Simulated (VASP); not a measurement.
# CoO (R3m) in VASP: a series of runs, part 2 of 3

VASP 6.6.1.

### 3 Single point, PBEsol, collinear spin, ferromagnetic start

This run uses another cell than the first one, of 10.96 Å³/atom, 1.021 times its volume.

File INCAR:

```
PREC     = Accurate       # precision mode
ENCUT    = 520            # plane-wave cutoff, eV
EDIFF    = 1E-6           # SCF threshold, eV
ISMEAR   = -1             # smearing method
SIGMA    = 0.05           # smearing width, eV
LREAL    = False          # projectors in reciprocal space
LASPH    = True           # aspherical terms in the spheres
NELM     = 150            # most SCF steps
ALGO     = Normal         # electronic algorithm
ISIF     = 2              # what is computed and relaxed
LWAVE    = False          # write WAVECAR
LCHARG   = False          # write CHGCAR
ISPIN    = 2              # spin polarisation
MAGMOM   = 2 0            # initial moments
LORBIT   = 11             # projections on sites
LMAXMIX  = 4              # l up to which the mixer works
GGA      = PS             # functional
NBANDS   = 18             # bands
```

File KPOINTS:

```
regular mesh
0
Gamma
  10 10 10
```

File POSCAR:

```
CoO
1.0
    1.5805655677      0.9125399560      2.5317845992
   -1.5805655677      0.9125399560      2.5317845992
    0.0000000000     -1.8250799120      2.5317845992
Co O
1 1
Direct
    0.9989783200      0.9989783200      0.9989783200
    0.7510210300      0.7510210300      0.7510210300
```

Potentials or basis: VASP PAW PBE potentials, release 64 (Co, O).

Started as:

```
cat potpaw_PBE.64/Co/POTCAR potpaw_PBE.64/O/POTCAR > POTCAR
mpirun -np 1 vasp_std > vasp.out
```

OUTCAR:

```text
PREC = Accurate
   ENCUT = 520
   EDIFF = 1E-6
   ISMEAR = -1
   LREAL = False
   LASPH = True
   NELM = 150
   ISIF = 2
   ISPIN = 2
   LORBIT = 11
   GGA = PS

 ion  position               nearest neighbor table
   1  0.999  0.999  0.999-   2 1.88   2 1.94   2 1.94   2 1.94
   2  0.751  0.751  0.751-   1 1.88   1 1.94   1 1.94   1 1.94

  LATTYP: Found a trigonal (rhomboedric) cell.
 ALAT       =     3.1210334734
 COS(alpha) =     0.4870699110

  Lattice vectors:

 A1 = (   1.5805655677,   0.9125399560,   2.5317845992)
 A2 = (  -1.5805655677,   0.9125399560,   2.5317845992)
 A3 = (   0.0000000000,  -1.8250799120,   2.5317845992)

Analysis of symmetry for initial positions (statically):
=====================================================================
 Subroutine PRICEL returns:
 Original cell was already a primitive cell.

 Routine SETGRP: Setting up the symmetry group for a
 trigonal (rhombohedral) supercell.

 Subroutine GETGRP returns: Found  6 space group operations
 (whereof  6 operations were pure point group operations)
 out of a pool of 12 trial point group operations.

The static configuration has the point symmetry C_3v.

Analysis of symmetry for dynamics (positions and initial velocities):
=====================================================================
 Subroutine PRICEL returns:
 Original cell was already a primitive cell.

 Routine SETGRP: Setting up the symmetry group for a
 trigonal (rhombohedral) supercell.

 Subroutine GETGRP returns: Found  6 space group operations
 (whereof  6 operations were pure point group operations)
 out of a pool of 12 trial point group operations.

The dynamic configuration has the point symmetry C_3v.

Analysis of structural, dynamic, and magnetic symmetry:
=====================================================================
 Subroutine PRICEL returns:
 Original cell was already a primitive cell.
[... 139 lines left out ...]
 spin polarized calculation
  energy-cutoff  :      520.00
  volume of cell :       21.91
 maximum number of plane-waves:       602
   NGX = 11   NGY = 11   NGZ = 11

 number of electron      14.9999998 magnetization       2.5279318

 Free energy of the ion-electron system (eV)
  ---------------------------------------------------
  ext. energy  EPLUGINS =         0.00000000
  ---------------------------------------------------
  free energy    TOTEN  =       -14.26023869 eV

  energy without entropy =      -14.23792553  energy(sigma->0) =      -14.24908211

 E-fermi :   6.3397     XC(G=0): -11.7242

 val. band max:        6.3360351850   @ k =  -0.3000   0.2000   0.2000
 cond. band min:       6.3408699399   @ k =   0.5000   0.5000   0.1000
 fundamental gap:      0.0048347549
 Fermi energy:         6.3396916004

 spin component 1

 k-point     1 :       0.0000    0.0000    0.0000
  band No.  band energies     occupation
      1     -13.9768      1.00000
      2      -0.1076      1.00000
      3      -0.0548      1.00000
      4      -0.0548      1.00000
      5       4.1359      1.00000
      6       4.1359      1.00000
[... 493 lines left out ...]
     17      33.5111      0.00000
     18      35.4849      0.00000

 [... further k-points ...]

 spin component 2

 k-point     1 :       0.0000    0.0000    0.0000
  band No.  band energies     occupation
      1     -13.4979      1.00000
      2       0.9411      1.00000
      3       1.0248      1.00000
      4       1.0248      1.00000
      5       5.8184      0.99997
      6       5.8184      0.99997
[... 493 lines left out ...]
     17      33.9364      0.00000
     18      35.9480      0.00000

 [... further k-points ...]
[... 5 lines left out ...]
  --------------------------------------------------------------------------------------
  -------------------------------------------------------------------------------------
  Total       -0.8363390     -0.8363390     -0.0778110      0.0000000      0.0000000      0.0000000
  in kB      -61.1576094    -61.1576094     -5.6899566      0.0000000      0.0000000      0.0000000
  external PRESSURE =     -42.6683918 kB  Pullay stress =       0.0000000 kB

 VOLUME and BASIS-vectors are now :
 -----------------------------------------------------------------------------
  energy-cutoff  :      520.00
  volume of cell :       21.91
      direct lattice vectors                 reciprocal lattice vectors
     1.580565568  0.912539956  2.531784599     0.316342460  0.182640404  0.131659436
    -1.580565568  0.912539956  2.531784599    -0.316342460  0.182640404  0.131659436
     0.000000000 -1.825079912  2.531784599     0.000000000 -0.365280809  0.131659436

 POSITION                                       TOTAL-FORCE (eV/Angst)
 -----------------------------------------------------------------------------------
      0.00000      0.00000      7.58759         0.000000      0.000000      0.256930
      0.00000      0.00000      5.70427         0.000000     -0.000000     -0.256930
 -----------------------------------------------------------------------------------
    total drift:                                0.000000      0.000000     -0.000067

  FREE ENERGIE OF THE ION-ELECTRON SYSTEM (eV)
  ---------------------------------------------------
  free  energy   TOTEN  =       -14.2602386860 eV

  energy  without entropy=      -14.2379255342  energy(sigma->0) =      -14.24908211

 total charge

# of ion       s       p       d       tot
------------------------------------------
    1        0.362   0.489   7.248   8.098
    2        1.549   3.427   0.000   4.975
--------------------------------------------------
tot          1.910   3.916   7.248  13.074

 magnetization (x)

# of ion       s       p       d       tot
------------------------------------------
    1        0.016   0.050   2.127   2.192
    2        0.020   0.245   0.000   0.265
--------------------------------------------------
tot          0.036   0.295   2.127   2.457
```

OSZICAR:

```text
N       E                     dE             d eps       ncg     rms          rms(c)
DAV:   1     0.803627379634E+02    0.80363E+02   -0.65455E+03  8568   0.926E+02
DAV:   2    -0.117644592875E+02   -0.92127E+02   -0.79809E+02  8862   0.222E+02
DAV:   3    -0.168546896161E+02   -0.50902E+01   -0.49070E+01  9666   0.562E+01
DAV:   4    -0.169129789956E+02   -0.58289E-01   -0.58221E-01 10030   0.576E+00
DAV:   5    -0.169145154710E+02   -0.15365E-02   -0.15363E-02 10200   0.940E-01    0.177E+01
DAV:   6    -0.167793905280E+02    0.13512E+00   -0.25400E+01  9304   0.720E+01    0.221E+01
DAV:   7    -0.143126621361E+02    0.24667E+01   -0.13123E+01  9752   0.596E+01    0.733E+00
DAV:   8    -0.142736077906E+02    0.39054E-01   -0.38050E-01  9452   0.627E+00    0.395E+00
DAV:   9    -0.142579388748E+02    0.15669E-01   -0.71216E-02 12256   0.364E+00    0.741E-01
DAV:  10    -0.142602522435E+02   -0.23134E-02   -0.17032E-02 11344   0.130E+00    0.295E-01
DAV:  11    -0.142602930027E+02   -0.40759E-04   -0.10510E-03 10414   0.293E-01    0.193E-01
DAV:  12    -0.142602922404E+02    0.76226E-06   -0.15772E-04 10948   0.157E-01    0.847E-02
DAV:  13    -0.142602492149E+02    0.43026E-04   -0.38964E-05 10860   0.738E-02    0.316E-02
DAV:  14    -0.142602389443E+02    0.10271E-04   -0.60033E-06 11344   0.383E-02    0.433E-02
DAV:  15    -0.142602386358E+02    0.30856E-06   -0.14086E-05 11126   0.529E-02    0.660E-03
DAV:  16    -0.142602386860E+02   -0.50224E-07   -0.12414E-06  6808   0.102E-02
   1 F= -.14260239E+02 E0= -.14249082E+02  d E =-.223132E-01  mag=     2.5273
```

Wall time 60 s (1 thread of AMD EPYC 9R45 (Zen 5), shared host); peak memory 0.17 GiB.

Results:

- Free energy: -14.2602 eV
- Pressure: -4.3 GPa
- Largest force: 0.257 eV/Å
- Net moment: 2.53 μB per cell
- Site moments: Co +2.19; O +0.27 μB
- Valence electrons inside the program's atomic spheres: Co 8.10; O 4.97

Forces in eV/Å, atoms in the order of the input:
```
Co   0.000  0.000  0.257
O    0.000  0.000 -0.257
```

Caveat: the PAW data sets were made with another functional, which shifts forces and pressure a little; a cell with one magnetic atom can't hold antiferromagnetic order, which such compounds often take; semilocal functionals often make such compounds metallic where correlation or magnetic order opens a gap, which also shifts bond lengths.

### 4 Single point, PBEsol, collinear spin, ferromagnetic start

This run uses another cell than the first one, of 11.18 Å³/atom, 1.043 times its volume.

File INCAR:

```
SYSTEM = CoO
  PREC = Accurate
  ENCUT = 520
  EDIFF = 1E-6
  ISMEAR = -1
  SIGMA = 0.05
  LREAL = .False.
  LASPH = .True.
  NELM = 150
  ALGO = Normal
  ISIF = 2
  LWAVE = .False.
  LCHARG = .False.
  ISPIN = 2
  MAGMOM = 2 0
  LORBIT = 11
  LMAXMIX = 4
  GGA = PS
  NBANDS = 18
```

File KPOINTS:

```
Automatic mesh
0
Gamma
  10 10 10
  0 0 0
```

File POSCAR:

```
CoO
1.0
    1.5914663644      0.9188335339      2.5492457344
   -1.5914663644      0.9188335339      2.5492457344
    0.0000000000     -1.8376670678      2.5492457344
Co O
1 1
Direct
    0.9989783200      0.9989783200      0.9989783200
    0.7510210300      0.7510210300      0.7510210300
```

Started as:

```
cat potpaw_PBE.64/Co/POTCAR potpaw_PBE.64/O/POTCAR > POTCAR
mpirun -np 1 vasp_std > vasp.out
```

Run time: 53 s. Hardware: 1 thread of AMD EPYC 9R45 (Zen 5), shared host; peak memory 0.17 GiB.

It converged, with:

```
Free energy                                           : -14.2457 eV
Pressure                                              : -6.1 GPa
Largest force                                         : 0.235 eV/Å
Net moment                                            : 2.66 μB per cell
Site moments                                          : Co +2.30; O +0.29 μB
Valence electrons inside the program's atomic spheres : Co 8.05; O 4.97
```

Forces on the atoms (eV/Å):
```
Co   0.000  0.000  0.235
O    0.000  0.000 -0.235
```

Stress tensor (GPa, compression positive):
```
-7.85  0.00  0.00
 0.00 -7.85  0.00
 0.00  0.00 -2.62
```

Levels at points of the mesh, in eV from the Fermi level:
Spin up:
```
           k point  band 7  band 8  band 9  band 10  band 11  band 12
(0.00, 0.00, 0.00)    0.12    0.35    0.35     0.51    14.05    14.05
(0.50, 0.00, 0.00)   -2.17   -0.46   -0.41     5.72     6.96    13.59
(0.50, 0.50, 0.00)   -1.77   -1.62   -1.55     5.21    10.04    11.09
(0.50, 0.50, 0.50)   -2.20   -0.59   -0.59     5.68     7.29    13.49
```
Spin down:
```tsv
k point	band 4	band 5	band 6	band 7	band 8	band 9
(0.00, 0.00, 0.00)	-5.14	-0.48	-0.48	0.58	2.53	2.53
(0.50, 0.00, 0.00)	-4.93	-0.28	-0.26	0.11	1.65	1.68
(0.50, 0.50, 0.00)	-4.62	-1.01	-0.08	0.06	0.76	0.84
(0.50, 0.50, 0.50)	-4.88	-0.24	-0.24	-0.05	1.52	1.52
```

Caveat: the PAW data sets were made with another functional, which shifts forces and pressure a little; a cell with one magnetic atom can't hold antiferromagnetic order, which such compounds often take; semilocal functionals often make such compounds metallic where correlation or magnetic order opens a gap, which also shifts bond lengths.

[end of part 2 of 3]
